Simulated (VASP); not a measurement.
# Ni (Fm-3m) in VASP: notebook, part 2 of 2

VASP 6.6.1. The steps go on from the part before.

## (3) Single point, PBE, collinear spin, ferromagnetic start

INCAR reads:

```
PREC = Accurate
ENCUT = 520
EDIFF = 1E-7
ISMEAR = -1
SIGMA = 0.05
LREAL = F
LASPH = T
NELM = 150
ALGO = Normal
ISIF = 2
LWAVE = F
LCHARG = F
ISPIN = 2
MAGMOM = 2 2
LORBIT = 11
LMAXMIX = 4
GGA = PE
NBANDS = 21
ISYM = 0
```

KPOINTS reads:

```
regular mesh
0
Gamma
  7 10 12
```

POSCAR reads:

```
Ni
1.0
   -1.7651000000     -1.7651000000     -3.5302000000
    1.7651000000     -1.7651000000      0.0000000000
   -1.7651000000     -1.7651000000      0.0000000000
Ni
2
Direct
    0.0000000000      0.0000000000      0.0000000000
    0.5000000000      0.5000000000      0.0000000000
```

Potentials or basis: VASP PAW PBE potentials, release 64 (Ni).

Command:

```sh
$ cat potpaw_PBE.64/Ni/POTCAR > POTCAR
$ mpirun -np 1 vasp_std > vasp.out
```

OUTCAR:

```text
PREC = Accurate
   ENCUT = 520
   EDIFF = 1E-7
   ISMEAR = -1
   LREAL = F
   LASPH = T
   NELM = 150
   ISIF = 2
   ISPIN = 2
   LORBIT = 11
   GGA = PE
   ISYM = 0

 ion  position               nearest neighbor table
   1  0.000  0.000  0.000-   2 2.50   2 2.50   2 2.50   2 2.50   2 2.50   2 2.50   2 2.50   2 2.50

   2  0.500  0.500  0.000-   1 2.50   1 2.50   1 2.50   1 2.50   1 2.50   1 2.50   1 2.50   1 2.50

IMPORTANT INFORMATION: All symmetrisations will be switched off!
NOSYMM: (Re-)initialisation of all symmetry stuff for point group C_1.

----------------------------------------------------------------------------------------

                                     Primitive cell

  volume of cell :      21.9972

  direct lattice vectors                    reciprocal lattice vectors
    -1.765100000 -1.765100000 -3.530200000     0.000000000  0.000000000 -0.283270070
     1.765100000 -1.765100000  0.000000000     0.283270070 -0.283270070  0.000000000
    -1.765100000 -1.765100000  0.000000000    -0.283270070 -0.283270070  0.283270070

  length of vectors
     4.323594345  2.496228359  2.496228359     0.283270070  0.400604374  0.490638153

  position of ions in fractional coordinates (direct lattice)
     0.000000000  0.000000000  0.000000000
     0.500000000  0.500000000  0.000000000

  ion indices of the primitive-cell ions
   primitive index   ion index
                 1           1
                 2           2

----------------------------------------------------------------------------------------

 KPOINTS: regular mesh

Automatic generation of k-mesh.
 Grid dimensions read from file:
 generate k-points for:    7   10   12

 Generating k-lattice:

  Cartesian coordinates                     Fractional coordinates (reciprocal lattice)
     0.000000000  0.000000000 -0.040467153     0.142857143  0.000000000  0.000000000
     0.028327007 -0.028327007  0.000000000     0.000000000  0.100000000  0.000000000
    -0.023605839 -0.023605839  0.023605839     0.000000000  0.000000000  0.083333333

  Length of vectors
     0.040467153  0.040060437  0.040886513

  Shift w.r.t. Gamma in fractional coordinates (k-lattice)
     0.000000000  0.000000000  0.000000000

 -----------------------------------------------------------------------------
|                                                                             |
|           W    W    AA    RRRRR   N    N  II  N    N   GGGG   !!!           |
|           W    W   A  A   R    R  NN   N  II  NN   N  G    G  !!!           |
|           W    W  A    A  R    R  N N  N  II  N N  N  G       !!!           |
|           W WW W  AAAAAA  RRRRR   N  N N  II  N  N N  G  GGG   !            |
|           WW  WW  A    A  R   R   N   NN  II  N   NN  G    G                |
|           W    W  A    A  R    R  N    N  II  N    N   GGGG   !!!           |
|                                                                             |
|     Your reciprocal lattice and k-lattice belong to different lattice       |
|     classes:                                                                |
|                                                                             |
|        The reciprocal lattice is simple tetragonal,                         |
|        whereas your k-lattice is simple monoclinic.                         |
|                                                                             |
|     Results are often still useful ...                                      |
[... 46 lines left out ...]
 SYSTEM =  unknown system
   PREC   = accura    normal or accurate (medium, high low for compatibility)
   ISTART =      0    job   : 0-new  1-cont  2-samecut
   ICHARG =      2    charge: 1-file 2-atom 10-const
   ISPIN  =      2    spin polarized calculation?
   LNONCOLLINEAR =      F non collinear calculations
   LSORBIT =      F    spin-orbit coupling
   LASPH  =      T    aspherical Exc in radial PAW
   ENCUT  =  520.0 eV  38.22 Ry    6.18 a.u.   8.04  4.64  4.64*2*pi/ulx,y,z
   NELM   =    150;   NELMIN=  2; NELMDL= -5     # of ELM steps
   EDIFF  = 0.1E-06   stopping-criterion for ELM
   LREAL  =      F    real-space projection
   EDIFFG = 0.1E-05   stopping-criterion for IOM
   NSW    =      0    number of steps for IOM
   IBRION =     -1    ionic relax: 0-MD 1-quasi-New 2-CG
   NFREE  =      0    steps in history (QN), initial steepest desc. (CG)
   ISIF   =      2    stress and relaxation
   ISYM   =      0    0-nonsym 1-usesym 2-fastsym
   POTIM  = 0.5000    time-step for ionic-motion
   TEBEG  =    0.0;   TEEND  =   0.0 temperature during run
   PSTRESS=    0.0 pullay stress
   NELECT =      20.0000    total number of electrons
   NUPDOWN=      -1.0000    fix difference up-down
   EMIN   =  10.00;   EMAX   =-10.00  energy-range for DOS
   EFERMI =   0.00;   METHOD = LEGACY
   ISMEAR =    -1;   SIGMA  =   0.05  broadening in eV -4-tet -1-fermi 0-gaus
   EFERMI_NEDOS =   21; number of points for ismear=-14 and -15
   IALGO  =     38    algorithm
   IMIX   =      4    mixing-type and parameters
     AMIX     =   0.40;   BMIX     =  1.00
     AMIX_MAG =   1.60;   BMIX_MAG =  1.00
  volume/ion in A,a.u.               =      11.00        74.22
  Fermi-wavevector in a.u.,A,eV,Ry     =   1.585972  2.997053 34.222832  2.515307
  Thomas-Fermi vector in A             =   2.685355
   LORBIT       =     11    0 simple, 1 ext, 2 COOP (PROOUT), +10 PAW based schemes
   GGA     = PE    functional components
   LHFCALC =     F    Hartree Fock is set to
   AEXX    =    0.0000 exact exchange contribution
   IVDW    =     0    specifies the selected vdW correction
   LEPSILON=     F    determine dielectric tensor
   LRPA    =     F    only Hartree local field effects (RPA)
 spin polarized calculation
  energy-cutoff  :      520.00
  volume of cell :       22.00
 maximum number of plane-waves:       609
   NGX = 17   NGY =  9   NGZ =  9

 number of electron      19.9999988 magnetization       1.2879537

 Free energy of the ion-electron system (eV)
  ---------------------------------------------------
  ext. energy  EPLUGINS =         0.00000000
  ---------------------------------------------------
  free energy    TOTEN  =       -10.95387272 eV

  energy without entropy =      -10.92464157  energy(sigma->0) =      -10.93925714

 E-fermi :   9.2262     XC(G=0): -13.1920

 val. band max:        9.2261473025   @ k =  -0.1429   0.2000   0.4167
 cond. band min:       9.2271289764   @ k =   0.0000   0.3000   0.4167
 fundamental gap:      0.0009816739
 Fermi energy:         9.2262489809

 spin component 1

 k-point     1 :       0.0000    0.0000    0.0000
  band No.  band energies     occupation
      1       0.2881      1.00000
      2       4.6334      1.00000
      3       5.0677      1.00000
      4       6.7966      1.00000
      5       6.8065      1.00000
      6       6.8076      1.00000
[... 565 lines left out ...]
     20      34.4227      0.00000
     21      38.8390      0.00000

 [... further k-points ...]

 spin component 2

 k-point     1 :       0.0000    0.0000    0.0000
  band No.  band energies     occupation
      1       0.2538      1.00000
      2       4.9925      1.00000
      3       5.7125      1.00000
      4       7.5709      1.00000
      5       7.5769      1.00000
      6       7.5837      1.00000
[... 565 lines left out ...]
     20      34.5206      0.00000
     21      38.8657      0.00000

 [... further k-points ...]
[... 5 lines left out ...]
  --------------------------------------------------------------------------------------
  -------------------------------------------------------------------------------------
  Total       -0.2379899     -0.2379894     -0.2605146      0.0172975      0.0004955      0.0004958
  in kB      -17.3340951    -17.3340561    -18.9746932      1.2598682      0.0360888      0.0361083
  external PRESSURE =     -17.8809481 kB  Pullay stress =       0.0000000 kB

 VOLUME and BASIS-vectors are now :
 -----------------------------------------------------------------------------
  energy-cutoff  :      520.00
  volume of cell :       22.00
      direct lattice vectors                 reciprocal lattice vectors
    -1.765100000 -1.765100000 -3.530200000     0.000000000  0.000000000 -0.283270070
     1.765100000 -1.765100000  0.000000000     0.283270070 -0.283270070  0.000000000
    -1.765100000 -1.765100000  0.000000000    -0.283270070 -0.283270070  0.283270070

 POSITION                                       TOTAL-FORCE (eV/Angst)
 -----------------------------------------------------------------------------------
      0.00000      0.00000      0.00000         0.000000     -0.000000     -0.000000
      0.00000     -1.76510     -1.76510        -0.000000      0.000000      0.000000
 -----------------------------------------------------------------------------------
    total drift:                                0.000000      0.000000     -0.000000

  FREE ENERGIE OF THE ION-ELECTRON SYSTEM (eV)
  ---------------------------------------------------
  free  energy   TOTEN  =       -10.9538727181 eV

  energy  without entropy=      -10.9246415700  energy(sigma->0) =      -10.93925714

 total charge

# of ion       s       p       d       tot
------------------------------------------
    1        0.494   0.489   8.308   9.291
    2        0.494   0.489   8.308   9.290
--------------------------------------------------
tot          0.987   0.977  16.617  18.581

 magnetization (x)

# of ion       s       p       d       tot
------------------------------------------
    1       -0.006  -0.025   0.688   0.657
    2       -0.006  -0.025   0.688   0.657
--------------------------------------------------
tot         -0.012  -0.050   1.375   1.314
```

OSZICAR:

```text
N       E                     dE             d eps       ncg     rms          rms(c)
DAV:   1     0.975098152830E+02    0.97510E+02   -0.88300E+03 38656   0.136E+03
DAV:   2    -0.674855041390E+01   -0.10426E+03   -0.95933E+02 36298   0.234E+02
DAV:   3    -0.125728813028E+02   -0.58243E+01   -0.56373E+01 40063   0.636E+01
DAV:   4    -0.126510030770E+02   -0.78122E-01   -0.78057E-01 40501   0.682E+00
DAV:   5    -0.126533912104E+02   -0.23881E-02   -0.23880E-02 40712   0.118E+00    0.156E+01
DAV:   6    -0.117056597638E+02    0.94773E+00   -0.82517E+00 41757   0.595E+01    0.918E+00
DAV:   7    -0.109858795333E+02    0.71978E+00   -0.17643E+00 41479   0.248E+01    0.248E+00
DAV:   8    -0.109617174283E+02    0.24162E-01   -0.12760E-02 50197   0.120E+00    0.133E+00
DAV:   9    -0.109563032626E+02    0.54142E-02   -0.14110E-03 53151   0.861E-01    0.568E-01
DAV:  10    -0.109575528992E+02   -0.12496E-02   -0.13705E-02 47485   0.305E+00    0.878E-01
DAV:  11    -0.109538541353E+02    0.36988E-02   -0.67842E-03 46413   0.237E+00    0.505E-02
DAV:  12    -0.109538764220E+02   -0.22287E-04   -0.12003E-04 38571   0.914E-02    0.251E-02
DAV:  13    -0.109538728748E+02    0.35473E-05   -0.37063E-06 55471   0.211E-02    0.138E-02
DAV:  14    -0.109538727729E+02    0.10192E-06   -0.10022E-06 39959   0.101E-02    0.398E-03
DAV:  15    -0.109538727181E+02    0.54769E-07   -0.33070E-08 23108   0.283E-03
   1 F= -.10953873E+02 E0= -.10939257E+02  d E =-.292311E-01  mag=     1.2879
```

It took 6.3 min on 1 thread of Oxide Virtual Turin-like, shared host; peak memory 0.32 GiB.

Results:

```yaml
Free_energy: -10.9539 eV
Pressure: -1.8 GPa
Net_moment: 1.29 μB per cell
Site_moments: Ni +0.66 μB
Valence_electrons_inside_the_program's_atomic_spheres: Ni 9.29
```

Stress tensor (GPa, compression positive):
```
-1.73  0.13  0.00
 0.13 -1.73  0.00
 0.00  0.00 -1.90
```

## (4) Single point, PBE, collinear spin, antiferromagnetic start

INCAR reads:

```
SYSTEM = Ni
ALGO = Normal
EDIFF = 1E-6
ENCUT = 520
GGA = PE
ISIF = 2
ISMEAR = -1
ISPIN = 2
ISYM = 0
LASPH = .True.
LCHARG = .True.
LELF = .True.
LMAXMIX = 4
LORBIT = 11
LREAL = .False.
LVHAR = .True.
LWAVE = .False.
MAGMOM = 2 -2
NBANDS = 21
NELM = 150
PREC = Accurate
SIGMA = 0.05
```

KPOINTS reads:

```
k-points
0
Gamma
  7 10 12
  0 0 0
```

POSCAR is that of step 3.

Command:

```sh
$ cat potpaw_PBE.64/Ni/POTCAR > POTCAR
$ mpirun -np 1 vasp_std > vasp.out
```

It took 11 min on 1 thread of Oxide Virtual Turin-like, shared host; peak memory 0.32 GiB.

Results (log left out):

```
Free energy                                           : -10.8551 eV
Pressure                                              : -2.9 GPa
Band gap on the k mesh                                : zero (filled and empty bands overlap)
Net moment                                            : 0.00 μB per cell
Site moments                                          : Ni +0.09, -0.09 μB
Valence electrons inside the program's atomic spheres : Ni 9.29
```

Stress tensor (GPa, compression positive):
```
-3.06  0.07 -0.06
 0.07 -3.06 -0.06
-0.06 -0.06 -2.73
```

Levels at points of the mesh, in eV from the Fermi level:
Spin up:
```csv
k point,band 7,band 8,band 9,band 10,band 11,band 12,band 13,band 14
"(0.00, 0.00, 0.00)",-0.74,-0.74,-0.03,0.16,0.17,2.61,9.44,14.92
"(0.00, 0.50, 0.00)",-1.20,-1.16,-0.79,-0.73,1.36,1.49,11.71,11.72
"(0.00, 0.00, 0.50)",-0.12,-0.11,-0.07,-0.03,0.00,0.05,5.98,6.01
"(0.00, 0.50, 0.50)",-0.87,-0.76,0.06,0.27,7.95,7.95,7.95,7.95
```
Spin down:
| k point | band 7 | band 8 | band 9 | band 10 | band 11 | band 12 | band 13 | band 14 |
| --- | --- | --- | --- | --- | --- | --- | --- | --- |
| (0.00, 0.00, 0.00) | -0.74 | -0.74 | -0.03 | 0.16 | 0.17 | 2.61 | 9.44 | 14.92 |
| (0.00, 0.50, 0.00) | -1.20 | -1.16 | -0.79 | -0.73 | 1.36 | 1.49 | 11.71 | 11.72 |
| (0.00, 0.00, 0.50) | -0.12 | -0.11 | -0.07 | -0.03 | 0.00 | 0.04 | 5.98 | 6.01 |
| (0.00, 0.50, 0.50) | -0.87 | -0.76 | 0.06 | 0.27 | 7.95 | 7.95 | 7.95 | 7.95 |

## (5) Overview

| spin | gap on the mesh (eV) | pressure (GPa) | moment (μB) |
| --- | --- | --- | --- |
| collinear | none | -1.7 | 1.29 |
| collinear, ferromagnetic start | none | -1.8 | 1.29 |
| collinear, antiferromagnetic start | none | -2.9 | 0.00 |

Alike in all rows: task single point; level PBE; potentials or basis VASP PAW PBE potentials, release 64 (Ni); cell as given; k mesh 7 × 10 × 12; cutoff (eV) 520; smearing fermi-dirac 0.05 eV.

Every run on the cell as given and a fine mesh finds a metal.

Absolute energies hang on the potentials; compare differences alone.
